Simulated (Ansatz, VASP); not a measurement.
# One calculation of Hg2Se, two programs

Contents of INCAR:

```
PREC = Accurate
ENCUT = 520
EDIFF = 1E-6
ISMEAR = 0
SIGMA = 0.1
LREAL = F
LASPH = T
NELM = 80
ALGO = Normal
ISIF = 2
LWAVE = F
LCHARG = F
GGA = PE
NBANDS = 22
```

KPOINTS

```
Automatic mesh
0
Gamma
  4 4 4
```

File POSCAR:

```
Hg2Se
1.0
    0.0000000000      3.5732127800      3.7386198400
    2.9924034800      0.0000000000      3.7386198400
    2.9924034800      3.5732127800      0.0000000000
Hg Se
2 1
Direct
    0.8482725000      0.1517275000      0.8482725000
    0.1517275000      0.8482725000      0.1517275000
    0.5000000000      0.5000000000      0.5000000000
```

Input for Ansatz:

```yaml
crystal:
  lattice:
    - [0.0, 3.57321278, 3.73861984]
    - [2.99240348, 0.0, 3.73861984]
    - [2.99240348, 3.57321278, 0.0]
  atoms:
    - { symbol: Hg, position: [0.8482725, 0.1517275, 0.8482725] }
    - { symbol: Hg, position: [0.1517275, 0.8482725, 0.1517275] }
    - { symbol: Se, position: [0.5, 0.5, 0.5] }
basis:
  ecutwfc: 420
kpoints:
  mp_grid: { grid: [4, 4, 4] }
hamiltonian:
  xc: pbe
scf:
  occupations: { method: gaussian, width: 0.1 }
  lower_state_search: "off"
output:
  forces: true
  stress: true
  eigenvalues: true
```

Alike in both runs: task single point; functional PBE; k mesh 4 × 4 × 4; occupations gaussian, width 0.1 eV; no spin polarisation.

|  | VASP | Ansatz |
| --- | --- | --- |
| version | VASP 6.6.1 | Ansatz 0.2.0 |
| potentials or method | VASP PAW PBE potentials, release 64 (Hg, Se), cutoff 520 eV | scalar-relativistic, plane waves, PAW |
| valence electrons in the cell | 30 | 56 |

```csv
,VASP,Ansatz,Ansatz less VASP
gap on the k mesh at the Fermi level (eV),0.22,0.22,-0.001
least direct gap on the mesh (eV),0.71,0.71,-0.001
pressure (GPa),25.0,23.5,-1.47
"traceless stress, the component that is largest in VASP (GPa)",41.90,39.11,-2.796
rms of the force components (eV/Å),5.201,4.843,-0.3585
```

Atom by atom the forces differ by 0.359 eV/Å (rms over components). The functional is the same, so the differences come from potentials, cutoffs and numerics. VASP's potentials hold 30 valence electrons a cell and Ansatz's 56, so a difference there can come from the potentials and not from the codes.

Neither program's run includes spin-orbit coupling.
